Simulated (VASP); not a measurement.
BaS, 2 atoms in the cell. Symmetry: Fm-3m, No. 225, cubic system. The conventional cell has a = 6.427 Å, b = 6.427 Å, c = 6.427 Å, α = 90.00°, β = 90.00°, γ = 90.00°. Within 4.2 Å of Ba (site symmetry m-3m) lie 6 S at 3.21 Å. S (site symmetry m-3m) has 6 Ba at 3.21 Å within 4.2 Å. 

| Item | Value |
| --- | --- |
| Program | VASP 6.6.1 |
| Task | single point |
| Functional | PBEsol |
| Potentials or basis | VASP PAW PBE potentials, release 64 (Ba_sv, S) |
| Cutoff | 520 eV |
| k mesh | 8 × 8 × 8 |
| Occupations | gaussian, width 0.02 eV |
| Spin | no spin polarisation |
| Dipole correction | no |
| k mesh for the DOS | 12 × 12 × 12 |
| Occupations for the DOS | tetrahedron |
| Further INCAR settings | ALGO = Normal; EDIFF = 1e-06; NBANDS = 15 |

Potentials or basis: VASP PAW PBE potentials, release 64 (Ba_sv, S).

The run is started by

```bash
$ cat potpaw_PBE.64/Ba_sv/POTCAR potpaw_PBE.64/S/POTCAR > POTCAR
$ cp INCAR.step1 INCAR
$ cp KPOINTS.step1 KPOINTS
$ mpirun -np 1 vasp_std > vasp.out
$ cp INCAR.step2 INCAR
$ cp KPOINTS.step2 KPOINTS
$ mpirun -np 1 vasp_std > vasp.out
```

Hardware: 1 thread of Intel(R) Xeon(R) Platinum 8488C (Sapphire Rapids), with other jobs on the host.

Task: Estimate the wall time of this run.

Result: Run time: 52 s on 1 thread of Intel(R) Xeon(R) Platinum 8488C (Sapphire Rapids), with other jobs on the host, peak memory 0.24 GiB. Counts: k points 72.
